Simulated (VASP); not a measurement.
Write the native input for VASP 6.6.1 that does the following.

| Quantity | Value |
| --- | --- |
| Task | single point |
| Functional | r2SCAN |
| Potentials or basis | VASP PAW PBE potentials, release 64 (Ba_sv, Ti_sv, O_h) |
| Cutoff | 910 eV |
| k mesh | 8 × 8 × 8 |
| Occupations | gaussian, width 0.02 eV |
| Spin | no spin polarisation |
| Dipole correction | no |
| Further INCAR settings | ALGO = Normal; EDIFF = 1e-06; NBANDS = 28 |

The system is BaTiO3.

```xyz
5
Lattice="3.9721 0.0000 0.0000 0.0000 3.9721 0.0000 0.0000 0.0000 4.1130" Properties=species:S:1:pos:R:3 pbc="T T T"
Ba    1.9860    1.9860    2.4061
Ti    0.0000    0.0000    0.4242
O     0.0000    1.9860    0.2588
O     1.9860    0.0000    0.2588
O     0.0000    0.0000    2.2456
```

The input as run:

POSCAR

```
BaTiO3
1.0
    3.9720920139      0.0000000000      0.0000000000
    0.0000000000      3.9720920139      0.0000000000
    0.0000000000      0.0000000000      4.1129631619
Ba Ti O
1 1 3
Direct
    0.5000000000      0.5000000000      0.5850159545
    0.0000000000      0.0000000000      0.1031311991
    0.0000000000      0.5000000000      0.0629337377
    0.5000000000      0.0000000000      0.0629337377
    0.0000000000      0.0000000000      0.5459823611
```

INCAR.step1

```
SYSTEM = BaTiO3
PREC = Accurate
ENCUT = 910
ISMEAR = 0
SIGMA = 0.02
LREAL = .FALSE.
LASPH = .TRUE.
NELM = 120
NBANDS = 28
GGA = PE
ALGO = Normal
EDIFF = 1E-5
LWAVE = .TRUE.
LCHARG = .FALSE.
GGA_COMPAT = .FALSE.
```

INCAR.step2

```
SYSTEM = BaTiO3
PREC = Accurate
ENCUT = 910
EDIFF = 1E-6
ISMEAR = 0
SIGMA = 0.02
LREAL = .FALSE.
LASPH = .TRUE.
NELM = 120
ALGO = Normal
ISIF = 2
LWAVE = .FALSE.
LCHARG = .FALSE.
METAGGA = R2SCAN
LMIXTAU = .TRUE.
NBANDS = 28
ISTART = 1
GGA_COMPAT = .FALSE.
```

KPOINTS

```
Automatic mesh
0
G
  8 8 8
  0 0 0
```

Potentials or basis: VASP PAW PBE potentials, release 64 (Ba_sv, Ti_sv, O_h).

Launch:

```bash
$ cat potpaw_PBE.64/Ba_sv/POTCAR potpaw_PBE.64/Ti_sv/POTCAR potpaw_PBE.64/O_h/POTCAR > POTCAR
$ cp INCAR.step1 INCAR
$ mpirun -np 1 vasp_std > vasp.out
$ cp INCAR.step2 INCAR
$ mpirun -np 1 vasp_std > vasp.out
```

It gave:

| Item | Value |
| --- | --- |
| Pressure | 1.7 GPa |
| Largest force | 0.124 eV/Å |
| Band gap on the k mesh | 2.22 eV (least direct gap 2.72 eV) |

Caveat: the PAW data sets were made with another functional, which shifts forces and pressure a little; spin-orbit coupling is left out, which moves the levels of the heavy elements.

It took 10 min on 1 thread of Intel(R) Xeon(R) Platinum 8488C (Sapphire Rapids), with other jobs on the host, peak memory 0.48 GiB.
